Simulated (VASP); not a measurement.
# Na3BPd in VASP: further runs

Runs on Na3BPd. Level: PBE. Tasks: single point.

Everything below comes from runs of VASP 6.6.1. Logs are shortened: lines on timing, memory, paths and dates and some standing lists are left out, and cuts for length are marked.

### Step 1. The cell of the first run

It takes space group Pm (No. 6, monoclinic). The conventional cell has a = 4.083 Å, b = 4.972 Å, c = 11.455 Å, α = 90.00°, β = 91.06°, γ = 90.00°. Within 4.0 Å of Na (site symmetry m) lie 2 B at 3.01 to 3.04 Å and 2 Pd at 3.04 to 3.06 Å and 8 Na at 3.57 to 3.72 Å. Within 3.9 Å of Na (site symmetry m) lie 2 B at 3.00 to 3.06 Å and 2 Pd at 3.04 to 3.07 Å and 8 Na at 3.55 to 3.74 Å. Within 3.8 Å of Na (site symmetry m) lie 2 B at 2.90 Å and 2 Pd at 2.94 Å and 7 Na at 2.99 to 3.74 Å. Na (site symmetry m) has 2 B at 2.90 Å and 2 Pd at 2.95 Å and 7 Na at 2.98 to 3.69 Å within 3.8 Å. Within 3.8 Å of Na (site symmetry m) lie 2 B at 2.90 Å and 2 Pd at 2.94 Å and 7 Na at 2.99 to 3.72 Å. Na (site symmetry m) has 2 B at 2.90 Å and 2 Pd at 2.95 Å and 7 Na at 2.98 to 3.68 Å within 3.8 Å. Within 2.7 Å of B (site symmetry m) lie 2 Pd at 2.04 Å. Within 2.7 Å of B (site symmetry m) lie 2 Pd at 2.04 Å.

### Step 2. Single point, PBE

Input file INCAR:

```
SYSTEM = Na3BPd
PREC = Accurate
ENCUT = 520
EDIFF = 1E-6
ISMEAR = 0
SIGMA = 0.1
LREAL = .FALSE.
LASPH = .TRUE.
NELM = 60
ALGO = Fast
ISIF = 2
LWAVE = .FALSE.
LCHARG = .FALSE.
GGA = PE
NBANDS = 45
```

Input file KPOINTS:

```
regular mesh
0
G
  4 4 2
  0 0 0
```

Input file POSCAR:

```
Na3BPd
1.0
    4.0834609544      0.0000000000      0.0000000000
    0.0000000000      4.9718868460      0.0000000000
   -0.2124029693      0.0000000000     11.4525430016
Na B Pd
6 2 2
Direct
    0.5246041719      0.5000000000      0.4994545537
    0.0447428297      0.5000000000      0.0007044441
    0.5101832266      0.0000000000      0.1500978112
    0.0497611893      0.0000000000      0.6498541489
    0.0492012987      0.0000000000      0.3502631145
    0.5252636112      0.0000000000      0.8502859105
    0.2793841118      0.5000000000      0.2502112266
    0.2882247103      0.5000000000      0.7497451135
    0.7798245459      0.5000000000      0.2496293210
    0.7880692846      0.5000000000      0.7497543561
```

Potentials or basis: VASP PAW PBE potentials, release 64 (Na_pv, B, Pd).

On the command line:

```console
$ cat potpaw_PBE.64/Na_pv/POTCAR potpaw_PBE.64/B/POTCAR potpaw_PBE.64/Pd/POTCAR > POTCAR
$ mpirun -np 1 vasp_std > vasp.out
```

OUTCAR:

```text
SYSTEM = Na3BPd
   PREC = Accurate
   ENCUT = 520
   EDIFF = 1E-6
   ISMEAR = 0
   LREAL = .FALSE.
   LASPH = .TRUE.
   NELM = 60
   ISIF = 2
   GGA = PE

 ion  position               nearest neighbor table
   1  0.525  0.500  0.499-  10 3.04   9 3.06
   2  0.045  0.500  0.001-  10 3.04   9 3.07
   3  0.510  0.000  0.150-   9 2.94   9 2.94
   4  0.050  0.000  0.650-  10 2.95  10 2.95
   5  0.049  0.000  0.350-   9 2.94   9 2.94
   6  0.525  0.000  0.850-  10 2.95  10 2.95
   7  0.279  0.500  0.250-   9 2.04   9 2.04
   8  0.288  0.500  0.750-  10 2.04  10 2.04
   9  0.780  0.500  0.250-   7 2.04   7 2.04   3 2.94   3 2.94   5 2.94   5 2.94   1 3.06   2 3.07

  10  0.788  0.500  0.750-   8 2.04   8 2.04   4 2.95   4 2.95   6 2.95   6 2.95   2 3.04   1 3.04

  LATTYP: Found a simple monoclinic cell.
 ALAT       =     4.0834609544
 B/A-ratio  =     1.2175668879
 C/A-ratio  =     2.8050990596
 COS(beta)  =    -0.0185431697

  Lattice vectors:

 A1 = (   4.0834609544,   0.0000000000,   0.0000000000)
 A2 = (   0.0000000000,   4.9718868460,   0.0000000000)
 A3 = (  -0.2124029693,   0.0000000000,  11.4525430016)

Analysis of symmetry for initial positions (statically):
=====================================================================
 Subroutine PRICEL returns:
 Original cell was already a primitive cell.

 Routine SETGRP: Setting up the symmetry group for a
 simple monoclinic supercell.

 Subroutine GETGRP returns: Found  2 space group operations
 (whereof  2 operations were pure point group operations)
 out of a pool of  4 trial point group operations.

The static configuration has the point symmetry C_1h.

Analysis of symmetry for dynamics (positions and initial velocities):
=====================================================================
 Subroutine PRICEL returns:
 Original cell was already a primitive cell.

 Routine SETGRP: Setting up the symmetry group for a
 simple monoclinic supercell.

 Subroutine GETGRP returns: Found  2 space group operations
 (whereof  2 operations were pure point group operations)
 out of a pool of  4 trial point group operations.

The dynamic configuration has the point symmetry C_1h.

 Subroutine INISYM returns: Found  2 space group operations
[... 110 lines left out ...]
   IBRION =     -1    ionic relax: 0-MD 1-quasi-New 2-CG
   NFREE  =      0    steps in history (QN), initial steepest desc. (CG)
   ISIF   =      2    stress and relaxation
   ISYM   =      2    0-nonsym 1-usesym 2-fastsym
   POTIM  = 0.5000    time-step for ionic-motion
   TEBEG  =    0.0;   TEEND  =   0.0 temperature during run
   PSTRESS=    0.0 pullay stress
   NELECT =      68.0000    total number of electrons
   NUPDOWN=      -1.0000    fix difference up-down
   EMIN   =  10.00;   EMAX   =-10.00  energy-range for DOS
   EFERMI =   0.00;   METHOD = LEGACY
   ISMEAR =     0;   SIGMA  =   0.10  broadening in eV -4-tet -1-fermi 0-gaus
   EFERMI_NEDOS =   21; number of points for ismear=-14 and -15
   IALGO  =     68    algorithm
   IMIX   =      4    mixing-type and parameters
     AMIX     =   0.40;   BMIX     =  1.00
     AMIX_MAG =   1.60;   BMIX_MAG =  1.00
  volume/ion in A,a.u.               =      23.25       156.91
  Fermi-wavevector in a.u.,A,eV,Ry     =   1.086661  2.053491 16.066186  1.180831
  Thomas-Fermi vector in A             =   2.222802
   LORBIT       =      0    0 simple, 1 ext, 2 COOP (PROOUT), +10 PAW based schemes
   GGA     = PE    functional components
   LHFCALC =     F    Hartree Fock is set to
   AEXX    =    0.0000 exact exchange contribution
   IVDW    =     0    specifies the selected vdW correction
   LEPSILON=     F    determine dielectric tensor
   LRPA    =     F    only Hartree local field effects (RPA)
 non-spin polarized calculation
 RMM-DIIS sequential band-by-band and
 Gauss-broadening in eV      SIGMA  =   0.10
  energy-cutoff  :      520.00
  volume of cell :      232.52
 maximum number of plane-waves:      6282
   NGX = 15   NGY = 19   NGZ = 43

 number of electron      67.9999973 magnetization

 Free energy of the ion-electron system (eV)
  ---------------------------------------------------
  ext. energy  EPLUGINS =         0.00000000
  ---------------------------------------------------
  free energy    TOTEN  =       -30.33241764 eV

  energy without entropy =      -30.32053590  energy(sigma->0) =      -30.32647677

 E-fermi :   2.0753     XC(G=0):  -8.0509

 val. band max:        2.0453058084   @ k =   0.2500   0.2500  -0.0000
 cond. band min:       2.2305336947   @ k =   0.2500   0.0000  -0.0000
 fundamental gap:      0.1852278864
 Fermi energy:         2.0753037810

 k-point     1 :       0.0000    0.0000    0.0000
  band No.  band energies     occupation
      1     -22.4900      2.00000
      2     -22.4677      2.00000
      3     -22.4345      2.00000
      4     -22.4334      2.00000
      5     -22.4321      2.00000
      6     -22.4254      2.00000
[... 853 lines left out ...]
     44       5.1035      0.00000
     45       6.4214      0.00000

------------------------ aborting loop because EDIFF is reached ----------------------------------------

  FORCE on cell =-STRESS in cart. coord.  units (eV):
  Direction    XX          YY          ZZ          XY          YZ          ZX
  --------------------------------------------------------------------------------------
  -------------------------------------------------------------------------------------
  Total       -1.8241438      1.3044359     -0.4022603      0.0000000      0.0000000      0.1117429
  in kB      -12.5695025      8.9883867     -2.7718274      0.0000000      0.0000000      0.7699793
  external PRESSURE =      -2.1176477 kB  Pullay stress =       0.0000000 kB

 VOLUME and BASIS-vectors are now :
 -----------------------------------------------------------------------------
  energy-cutoff  :      520.00
  volume of cell :      232.52
      direct lattice vectors                 reciprocal lattice vectors
     4.083460954  0.000000000  0.000000000     0.244890305  0.000000000  0.004541823
     0.000000000  4.971886846  0.000000000     0.000000000  0.201130885  0.000000000
    -0.212402969  0.000000000 11.452543002     0.000000000  0.000000000  0.087316852

 POSITION                                       TOTAL-FORCE (eV/Angst)
 -----------------------------------------------------------------------------------
      2.03612      2.48594      5.72002         0.009178      0.000000     -0.003459
      0.18256      2.48594      0.00807        -0.012112      0.000000      0.002502
      2.05143      0.00000      1.71900        -0.003036      0.000000      0.017122
      0.06517      0.00000      7.44248        -0.000974      0.000000      0.014948
      0.12651      0.00000      4.01140         0.003122      0.000000     -0.020530
      1.96429      0.00000      9.73794         0.002002      0.000000     -0.015971
      1.08771      2.48594      2.86555         0.021124      0.000000      0.009053
      1.01771      2.48594      8.58649        -0.007160      0.000000      0.006157
      3.13136      2.48594      2.85889        -0.017659      0.000000     -0.007248
      3.05880      2.48594      8.58659         0.005516      0.000000     -0.002574
 -----------------------------------------------------------------------------------
    total drift:                               -0.000859     -0.000000      0.000639

  FREE ENERGIE OF THE ION-ELECTRON SYSTEM (eV)
  ---------------------------------------------------
  free  energy   TOTEN  =       -30.3324176358 eV

  energy  without entropy=      -30.3205358993  energy(sigma->0) =      -30.32647677
```

stdout:

```text
POSCAR found type information on POSCAR NaB Pd
 POSCAR found :  3 types and      10 ions
 scaLAPACK will be used
 LDA part: xc-table for (Slater+PW92), standard interpolation
 POSCAR, INCAR and KPOINTS ok, starting setup
 FFT: planning ... GRIDC
 FFT: planning ... GRID_SOFT
 FFT: planning ... GRID
 WAVECAR not read
 entering main loop
```

It took 6.9 min on 1 thread of Oxide Virtual Turin-like, shared host; peak memory 0.38 GiB.

Results:

- Free energy: -30.3324 eV
- Pressure: -0.2 GPa
- Largest force: 0.023 eV/Å
- Band gap on the k mesh: zero (band 34 reaches 2.78 eV, above the bottom of band 35 at 1.41 eV)

Forces in eV/Å, atoms in the order of the input:
```
Na   0.009  0.000 -0.003
Na  -0.012  0.000  0.003
Na  -0.003  0.000  0.017
Na  -0.001  0.000  0.015
Na   0.003  0.000 -0.021
Na   0.002  0.000 -0.016
B    0.021  0.000  0.009
B   -0.007  0.000  0.006
Pd  -0.018  0.000 -0.007
Pd   0.006  0.000 -0.003
```

Levels at points of the mesh, in eV from the Fermi level:
```csv
k point,band 30,band 31,band 32,band 33,band 34,band 35,band 36,band 37,band 38,band 39
"(0.00, 0.00, 0.00)",-2.49,-2.49,-1.04,-0.57,-0.46,0.16,0.37,0.43,1.40,3.16
"(0.50, 0.00, 0.00)",-2.46,-2.45,-1.97,-0.06,0.31,0.99,2.00,2.30,2.41,2.44
"(0.00, 0.50, 0.00)",-2.44,-2.42,-2.14,-1.81,-0.66,-0.22,0.50,0.54,0.99,2.05
"(0.50, 0.50, 0.00)",-2.42,-1.70,-1.37,0.17,0.56,1.06,1.22,1.27,1.34,1.50
"(0.00, 0.00, 0.50)",-2.50,-1.87,-1.86,-0.52,-0.51,0.39,0.40,0.91,0.92,3.33
"(0.50, 0.00, 0.50)",-2.45,-2.28,-2.27,0.52,0.56,0.80,0.83,2.35,2.36,2.68
"(0.00, 0.50, 0.50)",-2.43,-2.38,-2.38,-1.24,-1.22,0.34,0.34,0.51,0.52,2.65
"(0.50, 0.50, 0.50)",-2.45,-1.56,-1.56,0.46,0.47,0.76,0.78,1.56,1.61,2.14
```

Caveat: the k points lie up to 0.38 Å⁻¹ apart.

### Step 3. Single point, PBE

Input file INCAR:

```
ALGO = Fast ; EDIFF = 1E-7
ENCUT = 520 ; GGA = PE
ISIF = 2 ; ISMEAR = 0
LASPH = T ; LCHARG = F
LREAL = F ; LWAVE = F
NBANDS = 45 ; NELM = 60
PREC = Accurate ; SIGMA = 0.2
```

Input file KPOINTS:

```
k-points
0
Gamma
  6 4 2
```

Input file POSCAR:

```
Na3BPd
1.0
    0.0004941131     -0.0354959421      4.0833066454
    4.9718850760      0.0040268222      0.0011769417
   -0.0133546226     11.4539488743     -0.1128408828
Na B Pd
6 2 2
Direct
    0.5246041719      0.5001645462      0.4994545537
    1.0447428297      0.4999621556      0.0007044441
    0.5101832266      0.9998020960      0.1500978112
    0.0497611893      0.9993503171      0.6498541489
    0.0492012987      1.0002863374      0.3502631145
    0.5252636112      0.9999650506      0.8502859105
    0.2793841118      0.5001605043      0.2502112266
    0.2882247103      0.4999868477      0.7497451135
    0.7798245459      0.5004510808      0.2496293210
    0.7880692846      0.4998710645      0.7497543561
```

Potentials or basis: VASP PAW PBE potentials, release 64 (Na_pv, B, Pd).

On the command line:

```console
$ cat potpaw_PBE.64/Na_pv/POTCAR potpaw_PBE.64/B/POTCAR potpaw_PBE.64/Pd/POTCAR > POTCAR
$ mpirun -np 1 vasp_std > vasp.out
```

OUTCAR:

```text
EDIFF = 1E-7
   ENCUT = 520
   GGA = PE
   ISIF = 2
   ISMEAR = 0
   LASPH = T
   LREAL = F
   NELM = 60
   PREC = Accurate

 ion  position               nearest neighbor table
   1  0.525  0.500  0.499-  10 3.04   9 3.06
   2  0.045  0.500  0.001-  10 3.04   9 3.07
   3  0.510  1.000  0.150-   9 2.94   9 2.94
   4  0.050  0.999  0.650-  10 2.94  10 2.95
   5  0.049  0.000  0.350-   9 2.94   9 2.95
   6  0.525  1.000  0.850-  10 2.95  10 2.95
   7  0.279  0.500  0.250-   9 2.04   9 2.04
   8  0.288  0.500  0.750-  10 2.04  10 2.04
   9  0.780  0.500  0.250-   7 2.04   7 2.04   3 2.94   3 2.94   5 2.94   5 2.95   1 3.06   2 3.07
[... 1377 lines left out ...]
  external PRESSURE =       0.3777675 kB  Pullay stress =       0.0000000 kB

 VOLUME and BASIS-vectors are now :
 -----------------------------------------------------------------------------
  energy-cutoff  :      520.00
  volume of cell :      232.52
      direct lattice vectors                 reciprocal lattice vectors
     0.000494113 -0.035495942  4.083306645    -0.000059932  0.002412814  0.244920542
     4.971885076  0.004026822  0.001176942     0.201130772  0.000234287 -0.000022302
    -0.013354623 11.453948874 -0.112840883    -0.000070897  0.087313529  0.000759020

 POSITION                                       TOTAL-FORCE (eV/Angst)
 -----------------------------------------------------------------------------------
      2.48035      5.70412      2.08635        -0.001552     -0.003798      0.004195
      2.48577      0.00849      0.18321         0.000066      0.003428     -0.006942
      4.96915      1.70513      2.06747         0.005301     -0.012485     -0.004867
      4.96000      7.44565      0.13104         0.005390     -0.014950      0.000375
     -0.00323      4.01015      0.16138         0.001399      0.009297      0.004594
      4.96062      9.72451      2.05004         0.000837      0.014188      0.000640
      2.48354      2.85800      1.11317         0.001647     -0.000755      0.023242
      2.47601      8.57932      1.09290        -0.003361      0.006258     -0.007792
      2.48524      2.83358      3.15668        -0.007817      0.001832     -0.020071
      2.47568      8.56169      3.13391        -0.001909     -0.003015      0.006627
 -----------------------------------------------------------------------------------
    total drift:                               -0.000188      0.000635     -0.000855

  FREE ENERGIE OF THE ION-ELECTRON SYSTEM (eV)
  ---------------------------------------------------
  free  energy   TOTEN  =       -30.2182450431 eV

  energy  without entropy=      -30.1472770576  energy(sigma->0) =      -30.18276105
```

OSZICAR:

```text
N       E                     dE             d eps       ncg     rms          rms(c)
DAV:   1     0.648839432872E+03    0.64884E+03   -0.33528E+04  2520   0.160E+03
DAV:   2     0.250509860077E+02   -0.62379E+03   -0.60222E+03  2520   0.437E+02
DAV:   3    -0.319411227839E+02   -0.56992E+02   -0.54735E+02  2880   0.145E+02
DAV:   4    -0.345186289589E+02   -0.25775E+01   -0.25192E+01  2916   0.273E+01
[... 15 lines left out ...]
RMM:  20    -0.302182459017E+02    0.27458E-06   -0.14236E-07  1902   0.162E-03    0.195E-02
RMM:  21    -0.302182455246E+02    0.37715E-06   -0.17014E-07  1957   0.194E-03    0.130E-02
RMM:  22    -0.302182452834E+02    0.24116E-06   -0.14110E-07  1778   0.161E-03    0.790E-03
RMM:  23    -0.302182450954E+02    0.18797E-06   -0.12424E-07  1817   0.143E-03    0.349E-03
RMM:  24    -0.302182450431E+02    0.52375E-07   -0.58133E-08  1517   0.125E-03
   1 F= -.30218245E+02 E0= -.30182761E+02  d E =-.709680E-01
```

stdout:

```text
POSCAR found type information on POSCAR NaB Pd
 POSCAR found :  3 types and      10 ions
 scaLAPACK will be used
 LDA part: xc-table for (Slater+PW92), standard interpolation
 POSCAR, INCAR and KPOINTS ok, starting setup
 FFT: planning ... GRIDC
 FFT: planning ... GRID_SOFT
 FFT: planning ... GRID
 WAVECAR not read
 entering main loop
```

It took 13 min on 1 thread of Oxide Virtual Turin-like, shared host; peak memory 0.41 GiB.

What came out:

| Item | Value |
| --- | --- |
| Free energy | -30.2182 eV |
| Pressure | 0.0 GPa |
| Largest force | 0.023 eV/Å |
| Band gap on the k mesh | zero (band 34 reaches 2.81 eV, above the bottom of band 35 at 1.70 eV) |

Forces on the atoms (eV/Å):
```
Na  -0.002 -0.004  0.004
Na   0.000  0.003 -0.007
Na   0.005 -0.012 -0.005
Na   0.005 -0.015  0.000
Na   0.001  0.009  0.005
Na   0.001  0.014  0.001
B    0.002 -0.001  0.023
B   -0.003  0.006 -0.008
Pd  -0.008  0.002 -0.020
Pd  -0.002 -0.003  0.007
```
